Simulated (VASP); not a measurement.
**SiC (rocksalt type): relaxation of cell and atoms with PBE**

Crystal: SiC (rocksalt type).

```xyz
2
Lattice="0.0000 2.2323 2.2323 2.2323 0.0000 2.2323 2.2323 2.2323 0.0000" Properties=species:S:1:pos:R:3 pbc="T T T"
Si    0.0000    0.0000    0.0000
C     2.2323    2.2323    2.2323
```

| Quantity | Value |
| --- | --- |
| Program | VASP 6.6.1 |
| Task | relaxation of cell and atoms |
| Functional | PBE |
| Potentials or basis | VASP PAW PBE potentials, release 64 (Si, C) |
| Cutoff | 600 eV |
| k mesh | 13 × 13 × 13 |
| Occupations | fermi-dirac, width 0.05 eV |
| Spin | no spin polarisation |
| Dipole correction | no |
| Further INCAR settings | ALGO = Normal; EDIFF = 1e-06; IBRION = 2; EDIFFG = -0.005; NSW = 100; ISIF = 3 |

```json
{"Relaxed volume": "8.36 Å³/atom", "Relaxed cell": "a = 2.870 Å, b = 2.870 Å, c = 2.870 Å, α = 60.00°, β = 60.00°, γ = 60.00°", "Space group after relaxing (to 0.05 Å)": "Fm-3m (No. 225)", "Energy gained by relaxing": "414.2 meV/atom", "Ionic steps": "3", "Pressure after relaxing": "0.0 GPa", "Band gap on the k mesh": "zero (band 4 reaches 12.35 eV, above the bottom of band 5 at 11.37 eV)"}
```

The path:
| step | energy change (eV) | largest force (eV/Å) | pressure (GPa) | volume (Å³) |
| --- | --- | --- | --- | --- |
| 1 | 0.0000 | 0.0000 | -36.64 | 22.25 |
| 2 | -0.6738 | 0.0000 | 32.44 | 15.02 |
| 3 | -0.8285 | 0.0000 | 0.02 | 16.72 |

Final structure:
```
CELL_PARAMETERS angstrom
0.00000 2.02945 2.02945
2.02945 0.00000 2.02945
2.02945 2.02945 0.00000
ATOMIC_POSITIONS crystal
Si 0.00000 0.00000 0.00000
C 0.50000 0.50000 0.50000
```

Levels at points of the mesh, in eV from the Fermi level:
```tsv
k point	band 2	band 3	band 4	band 5	band 6	band 7
(0.00, 0.00, 0.00)	0.06	0.06	0.06	7.39	9.00	9.00
```

Wall time 95 s on 1 thread of AMD EPYC 7R13, with other jobs on the host, peak memory 0.14 GiB.

Caveat: the volume moved by over 15 % at a fixed basis, so the end points are rough.
